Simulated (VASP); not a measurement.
Input of a VASP 6.6.1 run:

File INCAR:

```
SYSTEM = HfC
  ALGO = Normal
  EDIFF = 1E-8
  ENCUT = 520
  GGA = PE
  IBRION = 8
  ISIF = 2
  ISMEAR = -1
  LASPH = .True.
  LCHARG = .False.
  LREAL = .False.
  LWAVE = .False.
  NBANDS = 14
  NELM = 80
  NSW = 1
  PREC = Accurate
  SIGMA = 0.15
```

File KPOINTS:

```
k-points
0
Gamma
  20 20 20
  0 0 0
```

Contents of POSCAR:

```
HfC
1.0
    0.0000000000      2.3257289119      2.3257289119
    2.3257289119      0.0000000000      2.3257289119
    2.3257289119      2.3257289119      0.0000000000
Hf C
1 1
Direct
    0.5000000000      0.5000000000      0.5000000000
    0.0000000000      0.0000000000      0.0000000000
```

Potentials or basis: VASP PAW PBE potentials, release 64 (Hf_pv, C).

Run with:

```bash
$ cat potpaw_PBE.64/Hf_pv/POTCAR potpaw_PBE.64/C/POTCAR > POTCAR
$ mpirun -np 1 vasp_std > vasp.out
```

(1) Predict the highest phonon frequency at Γ.

## Answers

(1) 428 cm⁻¹.
